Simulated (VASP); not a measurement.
Wanted: the native input for a VASP 6.6.1 run.

| Item | Value |
| --- | --- |
| Task | single point |
| Functional | PBE exchange alone |
| Potentials or basis | VASP PAW PBE potentials, release 64 (Bi_d, Te) |
| Cutoff | 520 eV |
| k mesh | 5 × 5 × 5 |
| Occupations | fermi-dirac, width 0.05 eV |
| Spin | non-collinear spin, zero start, spin-orbit coupling |
| Starting moments | [[0.0, 0.0, 0.0], [0.0, 0.0, 0.0]] μB |
| Dipole correction | no |
| Further INCAR settings | ALGO = Normal; EDIFF = 1e-07; NBANDS = 33 |

The structure of BiTe lies in POSCAR:

```
BiTe
1.0
    0.0000000000      3.2350000000      3.2350000000
    3.2350000000      0.0000000000      3.2350000000
    3.2350000000      3.2350000000      0.0000000000
Bi Te
1 1
Direct
    0.0000000000      0.0000000000      0.0000000000
    0.5000000000      0.5000000000      0.5000000000
```

One way to write it, as run:

INCAR

```
  PREC = Accurate
  ENCUT = 520
  EDIFF = 1E-7
  ISMEAR = -1
  SIGMA = 0.05
  LREAL = F
  LASPH = T
  NELM = 150
  ALGO = Normal
  ISIF = 2
  LWAVE = F
  LCHARG = T
  MAGMOM = 0 0 0 0 0 0
  LORBIT = 11
  LSORBIT = T
  GGA_COMPAT = F
  LORBMOM = T
  GGA = PE
  ALDAC = 0.0
  AGGAC = 0.0
  LVHAR = T
  NBANDS = 33
```

KPOINTS

```
Automatic mesh
0
Gamma
  5 5 5
```

Potentials or basis: VASP PAW PBE potentials, release 64 (Bi_d, Te).

Run with:

```console
$ cat potpaw_PBE.64/Bi_d/POTCAR potpaw_PBE.64/Te/POTCAR > POTCAR
$ mpirun -np 1 vasp_ncl > vasp.out
```

Results of the run:

| Item | Value |
| --- | --- |
| Pressure | 11.2 GPa |
| Net moment | 0.00 μB per cell |
| Valence electrons inside the program's atomic spheres | Bi 12.72; Te 3.38 |

Caveat: the cell stands under pressure.

Wall time 48 s on 1 thread of AMD EPYC 9R45 (Zen 5), on a shared host, peak memory 0.35 GiB.
